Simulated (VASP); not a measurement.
Input of a VASP 6.6.1 run:

File INCAR:

```
ALGO     = Normal         # electronic algorithm
EDIFF    = 1E-7           # SCF threshold, eV
EDIFFG   = -0.03          # ionic threshold
ENCUT    = 500            # plane-wave cutoff, eV
GGA_COMPAT= False        
IBRION   = 2              # ionic algorithm
ISIF     = 3              # what is computed and relaxed
ISMEAR   = -1             # smearing method
LASPH    = True           # aspherical terms in the spheres
LCHARG   = False          # write CHGCAR
LREAL    = False          # projectors in reciprocal space
LWAVE    = False          # write WAVECAR
NELM     = 120            # most SCF steps
NELMIN   = 4            
NSW      = 60             # ionic steps
PREC     = Accurate       # precision mode
SIGMA    = 0.1            # smearing width, eV
```

KPOINTS

```
k-points
0
Gamma
  8 8 8
```

File POSCAR:

```
Al
1.0
    0.0000000000      2.7850000000      2.7850000000
    2.7850000000      0.0000000000      2.7850000000
    2.7850000000      2.7850000000      0.0000000000
Al
2
Direct
    1.0000000000      1.0000000000      1.0000000000
    0.2500000000      0.2500000000      0.2500000000
```

Potentials or basis: VASP PAW LDA potentials, release 64 (Al).

Command:

```console
$ cat potpaw_LDA.64/Al/POTCAR > POTCAR
$ mpirun -np 1 vasp_std > vasp.out
```

(1) What does it give for the band gap on the k mesh?

(2) Estimate the relaxed cell.

(3) Estimate the space group after relaxing (to 0.1 Å).

(4) What does it give for the relaxed volume?

Results:

(1) zero (bands 3 and 4 overlap by 3.65 eV).

(2) a = 4.207 Å, b = 4.207 Å, c = 4.207 Å, α = 60.00°, β = 60.00°, γ = 60.00°.

(3) Fd-3m (No. 227).

(4) 26.32 Å³/atom.

Caveat: the volume moved by over 15 % at a fixed basis, so the end points are rough.
